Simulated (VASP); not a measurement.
Wanted: the native input for a VASP 6.6.1 run.

- Task: single point
- Functional: LDA
- Potentials or basis: VASP PAW LDA potentials, release 64 (Zn)
- Cutoff: 520 eV
- k mesh: 20 × 20 × 20
- Occupations: gaussian, width 0.15 eV
- Spin: no spin polarisation
- Dipole correction: no
- Further INCAR settings: ALGO = Fast; EDIFF = 1e-06; NBANDS = 12

The structure of Zn lies in POSCAR:

```
Zn
1.0
   -1.4454131396      1.5056386871      1.5256636816
    1.4454131396     -1.5056386871      1.5256636816
    1.4454131396      1.5056386871     -1.5256636816
Zn
1
Direct
    0.0000000000      0.0000000000      0.0000000000
```

This cell differs from its parent crystal: normal strain along x -0.0400, normal strain along z +0.0133.

The input as run:

INCAR

```
PREC = Accurate ; ENCUT = 520
EDIFF = 1E-6 ; ISMEAR = 0
SIGMA = 0.15 ; LREAL = F
LASPH = T ; NELM = 60
ALGO = Fast ; ISIF = 2
LWAVE = F ; LCHARG = F
NBANDS = 12
```

KPOINTS

```
regular mesh
0
Gamma
  20 20 20
```

Potentials or basis: VASP PAW LDA potentials, release 64 (Zn).

Command:

```bash
$ cat potpaw_LDA.64/Zn/POTCAR > POTCAR
$ mpirun -np 1 vasp_std > vasp.out
```

It gave:

```
Pressure               : 3.6 GPa
Band gap on the k mesh : zero (bands 6 and 7 overlap by 4.82 eV)
```

Caveat: the cell differs from its parent crystal (normal strain along x -0.0400, normal strain along z +0.0133); the cell stands under pressure.

Wall time 57 s on 1 thread of Intel(R) Xeon(R) 6975P-C (Granite Rapids), with other jobs on the host, peak memory 0.27 GiB.
